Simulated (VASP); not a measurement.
The system is BaS.

```
CELL_PARAMETERS angstrom
4.59837 0.00000 0.00000
-2.29918 3.98230 0.00000
0.00000 0.00000 7.49534
ATOMIC_POSITIONS crystal
Ba 0.00000 0.00000 0.00000
Ba 0.00000 0.00000 0.50000
S 0.33333 0.66667 0.25000
S 0.66667 0.33333 0.75000
```

- Program: VASP 6.6.1
- Task: relaxation of cell and atoms
- Functional: PBE
- Potentials or basis: VASP PAW PBE potentials, release 64 (Ba_sv, S)
- Cutoff: 600 eV
- k mesh: 6 × 6 × 4
- Occupations: fermi-dirac, width 0.02 eV
- Spin: no spin polarisation

At the start: pressure -0.3 GPa; volume 34.31 Å³/atom.

Problem. How do energy, volume and symmetry change on relaxing?

Solution. Over 6 steps the energy falls by 25.7 meV/atom and the volume is 33.90 Å³/atom (-1.2 %); space group P6_3/mmc (No. 194, to 0.05 Å).

The path:
```tsv
step	energy change (eV)	largest force (eV/Å)	pressure (GPa)	volume (Å³)
1	0.0000	0.0000	-0.32	137.26
2	-0.0897	0.0000	0.02	135.81
3	-0.1025	0.0000	0.21	134.89
4	-0.1025	0.0000	0.20	134.95
5	-0.1029	0.0000	-0.07	135.86
6	-0.1030	0.0000	0.00	135.61
```

Final structure:
```
Ba S
1.0
     4.46687    0.00000    0.00000
    -2.23344    3.86842    0.00000
     0.00000    0.00000    7.84784
Ba S
2 2
Direct
  0.00000 0.00000 0.00000
  0.00000 0.00000 0.50000
  0.33333 0.66667 0.25000
  0.66667 0.33333 0.75000
```
